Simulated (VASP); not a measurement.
# MgRh (Pm-3m) in VASP: single point with LDA

Aim: the single point of MgRh with LDA.

All numbers are computed with VASP 6.6.1; they aren't measurements. Logs are shortened: lines on timing, memory, paths and dates and some standing lists are left out, and cuts for length are marked.

## (1) The cell of the first run

Symmetry: Pm-3m, No. 221, cubic system. Conventional cell: a = 3.099 Å, b = 3.099 Å, c = 3.099 Å, α = 90.00°, β = 90.00°, γ = 90.00°. Mg (site symmetry m-3m) has 8 Rh at 2.68 Å and 6 Mg at 3.10 Å within 3.5 Å. Within 3.5 Å of Rh (site symmetry m-3m) lie 8 Mg at 2.68 Å and 6 Rh at 3.10 Å.

## (2) Single point, LDA

INCAR reads:

```
PREC = Accurate
ENCUT = 600
EDIFF = 1E-6
ISMEAR = -1
SIGMA = 0.0272
LREAL = False
LASPH = True
NELM = 120
ALGO = Normal
ISIF = 2
LWAVE = False
LCHARG = False
NBANDS = 16
GGA_COMPAT = False
```

KPOINTS reads:

```
regular mesh
0
Gamma
  10 10 10
```

POSCAR reads:

```
MgRh
1.0
    3.0992000000      0.0000000000      0.0000000000
    0.0000000000      3.0992000000      0.0000000000
    0.0000000000      0.0000000000      3.0992000000
Mg Rh
1 1
Direct
    0.0000000000      0.0000000000      0.0000000000
    0.5000000000      0.5000000000      0.5000000000
```

Potentials or basis: VASP PAW LDA potentials, release 64 (Mg, Rh_pv).

Started as:

```console
$ cat potpaw_LDA.64/Mg/POTCAR potpaw_LDA.64/Rh_pv/POTCAR > POTCAR
$ mpirun -np 1 vasp_std > vasp.out
```

OUTCAR:

```text
PREC = Accurate
   ENCUT = 600
   EDIFF = 1E-6
   ISMEAR = -1
   LREAL = False
   LASPH = True
   NELM = 120
   ISIF = 2

 ion  position               nearest neighbor table
   1  0.000  0.000  0.000-   2 2.68   2 2.68   2 2.68   2 2.68   2 2.68   2 2.68   2 2.68   2 2.68

   2  0.500  0.500  0.500-   1 2.68   1 2.68   1 2.68   1 2.68   1 2.68   1 2.68   1 2.68   1 2.68

  LATTYP: Found a simple cubic cell.
 ALAT       =     3.0992000000

  Lattice vectors:

 A1 = (   3.0992000000,   0.0000000000,   0.0000000000)
 A2 = (   0.0000000000,   3.0992000000,   0.0000000000)
 A3 = (   0.0000000000,   0.0000000000,   3.0992000000)

Analysis of symmetry for initial positions (statically):
=====================================================================
 Subroutine PRICEL returns:
 Original cell was already a primitive cell.

 Routine SETGRP: Setting up the symmetry group for a
 simple cubic supercell.

 Subroutine GETGRP returns: Found 48 space group operations
 (whereof 48 operations were pure point group operations)
 out of a pool of 48 trial point group operations.

The static configuration has the point symmetry O_h .

Analysis of symmetry for dynamics (positions and initial velocities):
=====================================================================
 Subroutine PRICEL returns:
 Original cell was already a primitive cell.

 Routine SETGRP: Setting up the symmetry group for a
 simple cubic supercell.

 Subroutine GETGRP returns: Found 48 space group operations
 (whereof 48 operations were pure point group operations)
 out of a pool of 48 trial point group operations.

The dynamic configuration has the point symmetry O_h .

 Subroutine INISYM returns: Found 48 space group operations
 (whereof 48 operations are pure point group operations),
 and found     1 'primitive' translations

----------------------------------------------------------------------------------------

                                     Primitive cell

  volume of cell :      29.7679

  direct lattice vectors                    reciprocal lattice vectors
     3.099200000  0.000000000  0.000000000     0.322663913  0.000000000  0.000000000
     0.000000000  3.099200000  0.000000000     0.000000000  0.322663913  0.000000000
     0.000000000  0.000000000  3.099200000     0.000000000  0.000000000  0.322663913

  length of vectors
     3.099200000  3.099200000  3.099200000     0.322663913  0.322663913  0.322663913

  position of ions in fractional coordinates (direct lattice)
[... 79 lines left out ...]
   EDIFF  = 0.1E-05   stopping-criterion for ELM
   LREAL  =      F    real-space projection
   EDIFFG = 0.1E-04   stopping-criterion for IOM
   NSW    =      0    number of steps for IOM
   IBRION =     -1    ionic relax: 0-MD 1-quasi-New 2-CG
   NFREE  =      0    steps in history (QN), initial steepest desc. (CG)
   ISIF   =      2    stress and relaxation
   ISYM   =      2    0-nonsym 1-usesym 2-fastsym
   POTIM  = 0.5000    time-step for ionic-motion
   TEBEG  =    0.0;   TEEND  =   0.0 temperature during run
   PSTRESS=    0.0 pullay stress
   NELECT =      17.0000    total number of electrons
   NUPDOWN=      -1.0000    fix difference up-down
   EMIN   =  10.00;   EMAX   =-10.00  energy-range for DOS
   EFERMI =   0.00;   METHOD = LEGACY
   ISMEAR =    -1;   SIGMA  =   0.03  broadening in eV -4-tet -1-fermi 0-gaus
   EFERMI_NEDOS =   21; number of points for ismear=-14 and -15
   IALGO  =     38    algorithm
   IMIX   =      4    mixing-type and parameters
     AMIX     =   0.40;   BMIX     =  1.00
     AMIX_MAG =   1.60;   BMIX_MAG =  1.00
  volume/ion in A,a.u.               =      14.88       100.44
  Fermi-wavevector in a.u.,A,eV,Ry     =   1.358235  2.566692 25.100054  1.844802
  Thomas-Fermi vector in A             =   2.485085
   LORBIT       =      0    0 simple, 1 ext, 2 COOP (PROOUT), +10 PAW based schemes
   GGA     = CA    functional components
   LHFCALC =     F    Hartree Fock is set to
   AEXX    =    0.0000 exact exchange contribution
   IVDW    =     0    specifies the selected vdW correction
   LEPSILON=     F    determine dielectric tensor
   LRPA    =     F    only Hartree local field effects (RPA)
 non-spin polarized calculation
  energy-cutoff  :      600.00
  volume of cell :       29.77
 maximum number of plane-waves:      1021
 NGX is ok and might be reduce to    28
   NGX = 13   NGY = 13   NGZ = 13

 number of electron      17.0000002 magnetization

 Free energy of the ion-electron system (eV)
  ---------------------------------------------------
  ext. energy  EPLUGINS =         0.00000000
  ---------------------------------------------------
  free energy    TOTEN  =       -11.47188545 eV

  energy without entropy =      -11.46912171  energy(sigma->0) =      -11.47050358

 E-fermi :   6.5104     XC(G=0): -11.9860

 val. band max:        6.4632684495   @ k =   0.5000   0.2000   0.1000
 cond. band min:       6.5271377706   @ k =   0.4000   0.4000   0.3000
 fundamental gap:      0.0638693211
 Fermi energy:         6.5103987880

 k-point     1 :       0.0000    0.0000    0.0000
  band No.  band energies     occupation
      1     -38.4575      2.00000
      2     -38.4575      2.00000
      3     -38.4575      2.00000
      4      -0.4940      2.00000
      5       3.5833      2.00000
      6       3.5833      2.00000
[... 433 lines left out ...]
      3     -38.4606      2.00000
      4       1.2823      2.00000
      5       4.0433      2.00000
      6       4.1515      2.00000
[... 8 lines left out ...]
     15      22.2064      0.00000
     16      23.2968      0.00000

 [... further k-points ...]

------------------------ aborting loop because EDIFF is reached ----------------------------------------

  FORCE on cell =-STRESS in cart. coord.  units (eV):
  Direction    XX          YY          ZZ          XY          YZ          ZX
  --------------------------------------------------------------------------------------
  -------------------------------------------------------------------------------------
  Total       -1.2425502     -1.2425502     -1.2425502      0.0000000      0.0000000     -0.0000000
  in kB      -66.8768380    -66.8768380    -66.8768380      0.0000000      0.0000000     -0.0000000
  external PRESSURE =     -66.8768380 kB  Pullay stress =       0.0000000 kB

 VOLUME and BASIS-vectors are now :
 -----------------------------------------------------------------------------
  energy-cutoff  :      600.00
  volume of cell :       29.77
      direct lattice vectors                 reciprocal lattice vectors
     3.099200000  0.000000000  0.000000000     0.322663913  0.000000000  0.000000000
     0.000000000  3.099200000  0.000000000     0.000000000  0.322663913  0.000000000
     0.000000000  0.000000000  3.099200000     0.000000000  0.000000000  0.322663913

 POSITION                                       TOTAL-FORCE (eV/Angst)
 -----------------------------------------------------------------------------------
      0.00000      0.00000      0.00000         0.000000      0.000000      0.000000
      1.54960      1.54960      1.54960         0.000000      0.000000      0.000000
 -----------------------------------------------------------------------------------
    total drift:                                0.000000      0.000000      0.000000

  FREE ENERGIE OF THE ION-ELECTRON SYSTEM (eV)
  ---------------------------------------------------
  free  energy   TOTEN  =       -11.4718854509 eV

  energy  without entropy=      -11.4691217103  energy(sigma->0) =      -11.47050358
```

Run time: 23 s. Hardware: 1 thread of AMD EPYC 7R43 (Zen 3), shared host; peak memory 0.13 GiB.

Results:

```
Free energy            : -11.4719 eV
Pressure               : -6.7 GPa
Band gap on the k mesh : zero (an odd number of electrons rules out a gap without spin polarisation)
```

Levels at points of the mesh, in eV from the Fermi level:
| k point | band 6 | band 7 | band 8 | band 9 | band 10 | band 11 | band 12 | band 13 |
| --- | --- | --- | --- | --- | --- | --- | --- | --- |
| (0.00, 0.00, 0.00) | -2.93 | -0.19 | -0.19 | -0.19 | 8.25 | 8.25 | 8.25 | 11.50 |
| (0.50, 0.00, 0.00) | -2.43 | -1.24 | -1.24 | -0.05 | 1.67 | 9.28 | 11.68 | 11.68 |
| (0.50, 0.50, 0.00) | -1.08 | -1.08 | 0.65 | 0.70 | 0.70 | 4.51 | 7.34 | 14.33 |
| (0.50, 0.50, 0.50) | -3.11 | 0.71 | 0.71 | 4.56 | 4.56 | 4.56 | 7.35 | 9.17 |

Caveat: the cell stands under tension.
